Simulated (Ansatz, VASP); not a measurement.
Two plane-wave programs on AlAs

```xyz
2
Lattice="0.0000 2.8638 2.8638 2.8638 0.0000 2.8638 2.8638 2.8638 0.0000" Properties=species:S:1:pos:R:3 pbc="T T T"
Al    0.0000    0.0000    0.0000
As    1.4319    1.4319    1.4319
```

Alike in both runs: task single point; functional PBE; k mesh 8 × 8 × 8; occupations gaussian, width 0.02 eV; non-collinear spin, spin-orbit coupling.

```csv
,VASP,Ansatz
version,VASP 6.6.1,Ansatz 0.2.0
potentials or method,"VASP PAW PBE potentials, release 64 (Al, As), cutoff 500 eV","plane waves, PAW"
valence electrons in the cell,8,18
```

Ansatz gave:

| Quantity | Value |
| --- | --- |
| pressure (GPa) | 0.0 |
| net moment per atom (μB) | 0.00 |

Task: What did VASP give for the same quantities?

Result: Pressure (GPa): 0.2; net moment per atom (μB): 0.00.

The functional is the same, so the differences come from potentials, cutoffs and numerics. VASP's potentials hold 8 valence electrons a cell and Ansatz's 18, so a difference there can come from the potentials and not from the codes.
